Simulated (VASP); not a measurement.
# Ag (Fm-3m) in VASP: a series of runs, part 2 of 2

VASP 6.6.1. Earlier steps stand in the parts before.

## 3. Single point, LDA

This run uses another cell than the first one, of 16.02 Å³/atom, 1.064 times its volume.

INCAR reads:

```
PREC = Accurate
ENCUT = 520
EDIFF = 1E-7
ISMEAR = -1
SIGMA = 0.08
LREAL = False
LASPH = True
NELM = 60
ALGO = Normal
ISIF = 2
LWAVE = False
LCHARG = True
LELF = True
LVHAR = True
NBANDS = 12
```

KPOINTS reads:

```
regular mesh
0
Gamma
  18 18 18
```

POSCAR reads:

```
Ag
1.0
    0.0000000000      2.0009552870      2.0009552870
    2.0009552870      0.0000000000      2.0009552870
    2.0009552870      2.0009552870      0.0000000000
Ag
1
Direct
    0.0000000000      0.0000000000      0.0000000000
```

Potentials or basis: VASP PAW LDA potentials, release 64 (Ag).

Launch:

```
$ cat potpaw_LDA.64/Ag/POTCAR > POTCAR
$ mpirun -np 1 vasp_std > vasp.out
```

OUTCAR:

```text
PREC = Accurate
   ENCUT = 520
   EDIFF = 1E-7
   ISMEAR = -1
   LREAL = False
   LASPH = True
   NELM = 60
   ISIF = 2

 ion  position               nearest neighbor table
   1  0.000  0.000  0.000-

  LATTYP: Found a face centered cubic cell.
 ALAT       =     4.0019105740

  Lattice vectors:

 A1 = (   0.0000000000,   2.0009552870,   2.0009552870)
 A2 = (   2.0009552870,   0.0000000000,   2.0009552870)
 A3 = (   2.0009552870,   2.0009552870,   0.0000000000)

Analysis of symmetry for initial positions (statically):
=====================================================================
 Subroutine PRICEL returns:
 Original cell was already a primitive cell.

 Routine SETGRP: Setting up the symmetry group for a
 face centered cubic supercell.

 Subroutine GETGRP returns: Found 48 space group operations
 (whereof 48 operations were pure point group operations)
 out of a pool of 48 trial point group operations.

The static configuration has the point symmetry O_h .

Analysis of symmetry for dynamics (positions and initial velocities):
=====================================================================
 Subroutine PRICEL returns:
 Original cell was already a primitive cell.

 Routine SETGRP: Setting up the symmetry group for a
 face centered cubic supercell.

 Subroutine GETGRP returns: Found 48 space group operations
 (whereof 48 operations were pure point group operations)
 out of a pool of 48 trial point group operations.

The dynamic configuration has the point symmetry O_h .

 Subroutine INISYM returns: Found 48 space group operations
 (whereof 48 operations are pure point group operations),
 and found     1 'primitive' translations

----------------------------------------------------------------------------------------

                                     Primitive cell

  volume of cell :      16.0229

  direct lattice vectors                    reciprocal lattice vectors
     0.000000000  2.000955287  2.000955287    -0.249880646  0.249880646  0.249880646
     2.000955287  0.000000000  2.000955287     0.249880646 -0.249880646  0.249880646
     2.000955287  2.000955287  0.000000000     0.249880646  0.249880646 -0.249880646

  length of vectors
     2.829778105  2.829778105  2.829778105     0.432805975  0.432805975  0.432805975

  position of ions in fractional coordinates (direct lattice)
     0.000000000  0.000000000  0.000000000

  ion indices of the primitive-cell ions
   primitive index   ion index
                 1           1

----------------------------------------------------------------------------------------

 KPOINTS: regular mesh

Automatic generation of k-mesh.
 Grid dimensions read from file:
 generate k-points for:   18   18   18

 Generating k-lattice:

  Cartesian coordinates                     Fractional coordinates (reciprocal lattice)
    -0.013882258  0.013882258  0.013882258     0.055555556  0.000000000  0.000000000
     0.013882258 -0.013882258  0.013882258     0.000000000  0.055555556  0.000000000
     0.013882258  0.013882258 -0.013882258     0.000000000  0.000000000  0.055555556

  Length of vectors
     0.024044776  0.024044776  0.024044776

  Shift w.r.t. Gamma in fractional coordinates (k-lattice)
     0.000000000  0.000000000  0.000000000

 Subroutine IBZKPT returns following result:
 ===========================================

 Found    195 irreducible k-points:

 Following reciprocal coordinates:
            Coordinates               Weight
  0.000000  0.000000  0.000000      1.000000
  0.055556  0.000000  0.000000      8.000000
  0.111111  0.000000  0.000000      8.000000
  0.166667  0.000000  0.000000      8.000000
  0.222222  0.000000  0.000000      8.000000
  0.277778  0.000000  0.000000      8.000000
[... 16 lines left out ...]
 -0.277778  0.055556  0.000000     24.000000
 -0.222222  0.055556  0.000000     24.000000
 [... further k-points ...]
   k-points           NKPTS =    195   k-points in BZ     NKDIM =    195   number of bands    NBANDS=     12
   number of dos      NEDOS =    301   number of ions     NIONS =      1
   total plane-waves  NPLWV =  13824
   dimension x,y,z NGX =    24 NGY =   24 NGZ =   24
   dimension x,y,z NGXF=    48 NGYF=   48 NGZF=   48
   ions per type =               1
   NGX,Y,Z   is equivalent  to a cutoff of  14.10, 14.10, 14.10 a.u.
   NGXF,Y,Z  is equivalent  to a cutoff of  28.20, 28.20, 28.20 a.u.
 SYSTEM =  unknown system
   PREC   = accura    normal or accurate (medium, high low for compatibility)
   ISTART =      0    job   : 0-new  1-cont  2-samecut
   ICHARG =      2    charge: 1-file 2-atom 10-const
   ISPIN  =      1    spin polarized calculation?
   LNONCOLLINEAR =      F non collinear calculations
   LSORBIT =      F    spin-orbit coupling
   LASPH  =      T    aspherical Exc in radial PAW
   ENCUT  =  520.0 eV  38.22 Ry    6.18 a.u.   5.26  5.26  5.26*2*pi/ulx,y,z
   NELM   =     60;   NELMIN=  2; NELMDL= -5     # of ELM steps
   EDIFF  = 0.1E-06   stopping-criterion for ELM
   LREAL  =      F    real-space projection
   EDIFFG = 0.1E-05   stopping-criterion for IOM
   NSW    =      0    number of steps for IOM
   IBRION =     -1    ionic relax: 0-MD 1-quasi-New 2-CG
   NFREE  =      0    steps in history (QN), initial steepest desc. (CG)
   ISIF   =      2    stress and relaxation
   ISYM   =      2    0-nonsym 1-usesym 2-fastsym
   POTIM  = 0.5000    time-step for ionic-motion
   TEBEG  =    0.0;   TEEND  =   0.0 temperature during run
   PSTRESS=    0.0 pullay stress
   NELECT =      11.0000    total number of electrons
   NUPDOWN=      -1.0000    fix difference up-down
   EMIN   =  10.00;   EMAX   =-10.00  energy-range for DOS
   EFERMI =   0.00;   METHOD = LEGACY
   ISMEAR =    -1;   SIGMA  =   0.08  broadening in eV -4-tet -1-fermi 0-gaus
   EFERMI_NEDOS =   21; number of points for ismear=-14 and -15
   IALGO  =     38    algorithm
   IMIX   =      4    mixing-type and parameters
     AMIX     =   0.40;   BMIX     =  1.00
     AMIX_MAG =   1.60;   BMIX_MAG =  1.00
  volume/ion in A,a.u.               =      16.02       108.13
  Fermi-wavevector in a.u.,A,eV,Ry     =   1.444192  2.729128 28.377552  2.085691
  Thomas-Fermi vector in A             =   2.562515
   LORBIT       =      0    0 simple, 1 ext, 2 COOP (PROOUT), +10 PAW based schemes
   GGA     = CA    functional components
   LHFCALC =     F    Hartree Fock is set to
   AEXX    =    0.0000 exact exchange contribution
   IVDW    =     0    specifies the selected vdW correction
   LEPSILON=     F    determine dielectric tensor
   LRPA    =     F    only Hartree local field effects (RPA)
 non-spin polarized calculation
  energy-cutoff  :      520.00
  volume of cell :       16.02
 maximum number of plane-waves:       444
 NGX is ok and might be reduce to    24
   NGX = 11   NGY = 11   NGZ = 11

 number of electron      11.0000002 magnetization

 Free energy of the ion-electron system (eV)
  ---------------------------------------------------
  ext. energy  EPLUGINS =         0.00000000
  ---------------------------------------------------
  free energy    TOTEN  =        -3.78640536 eV

  energy without entropy =       -3.78185563  energy(sigma->0) =       -3.78413049

 E-fermi :   9.0452     XC(G=0): -12.9524

 val. band max:        8.9931655742   @ k =   0.5000   0.2778   0.1111
 cond. band min:       9.1854620683   @ k =   0.5000   0.1111   0.0000
 fundamental gap:      0.1922964942
 Fermi energy:         9.0452200383

 k-point     1 :       0.0000    0.0000    0.0000
  band No.  band energies     occupation
      1       0.7552      2.00000
      2       4.0439      2.00000
      3       4.0439      2.00000
      4       4.0439      2.00000
      5       5.2205      2.00000
      6       5.2205      2.00000
      7      25.1884      0.00000
      8      29.0655      0.00000
      9      29.0655      0.00000
     10      29.0655      0.00000
     11      34.2435      0.00000
     12      35.6654      0.00000

 k-point     2 :       0.0556    0.0000    0.0000
  band No.  band energies     occupation
      1       0.8571      2.00000
      2       4.0177      2.00000
      3       4.0741      2.00000
      4       4.0741      2.00000
      5       5.2082      2.00000
      6       5.2082      2.00000
      7      25.2354      0.00000
      8      28.2450      0.00000
      9      29.1289      0.00000
     10      29.1289      0.00000
     11      34.4399      0.00000
     12      35.4993      0.00000
[... 316 lines left out ...]
 k-point    24 :      -0.2222    0.0556    0.0000
  band No.  band energies     occupation
      1       2.2575      2.00000
      2       4.0169      2.00000
      3       4.3191      2.00000
      4       4.3258      2.00000
      5       5.1594      2.00000
      6       5.5646      2.00000
      7      21.0779      0.00000
      8      25.6231      0.00000
      9      28.2641      0.00000
     10      31.0208      0.00000
     11      31.3654      0.00000
     12      32.4941      0.00000

 [... further k-points ...]
[... 5 lines left out ...]
  --------------------------------------------------------------------------------------
  -------------------------------------------------------------------------------------
  Total        0.0124112      0.0124112      0.0124112     -0.0000000     -0.0000000      0.0000000
  in kB        1.2410281      1.2410281      1.2410281     -0.0000000     -0.0000000      0.0000000
  external PRESSURE =       1.2410281 kB  Pullay stress =       0.0000000 kB

 VOLUME and BASIS-vectors are now :
 -----------------------------------------------------------------------------
  energy-cutoff  :      520.00
  volume of cell :       16.02
      direct lattice vectors                 reciprocal lattice vectors
     0.000000000  2.000955287  2.000955287    -0.249880646  0.249880646  0.249880646
     2.000955287  0.000000000  2.000955287     0.249880646 -0.249880646  0.249880646
     2.000955287  2.000955287  0.000000000     0.249880646  0.249880646 -0.249880646

 POSITION                                       TOTAL-FORCE (eV/Angst)
 -----------------------------------------------------------------------------------
      0.00000      0.00000      0.00000         0.000000      0.000000     -0.000000
 -----------------------------------------------------------------------------------
    total drift:                               -0.000000      0.000000      0.000000

  FREE ENERGIE OF THE ION-ELECTRON SYSTEM (eV)
  ---------------------------------------------------
  free  energy   TOTEN  =        -3.7864053556 eV

  energy  without entropy=       -3.7818556251  energy(sigma->0) =       -3.78413049
```

Run time: 50 s. Hardware: 1 thread of AMD EPYC 7R13, shared host; peak memory 0.13 GiB.

What came out:

```
Free energy : -3.7864 eV
Pressure    : 0.1 GPa
```

Levels at points of the mesh, in eV from the Fermi level:
| k point | band 2 | band 3 | band 4 | band 5 | band 6 | band 7 | band 8 | band 9 | band 10 | band 11 |
| --- | --- | --- | --- | --- | --- | --- | --- | --- | --- | --- |
| (0.00, 0.00, 0.00) | -5.00 | -5.00 | -5.00 | -3.82 | -3.82 | 16.14 | 20.02 | 20.02 | 20.02 | 25.20 |
| (0.50, 0.00, 0.00) | -5.03 | -5.03 | -2.93 | -2.93 | -0.60 | 3.94 | 15.41 | 18.37 | 18.37 | 23.79 |
| (0.50, 0.50, 0.00) | -6.68 | -2.96 | -2.69 | -2.69 | 1.49 | 7.23 | 10.88 | 10.88 | 18.02 | 18.11 |
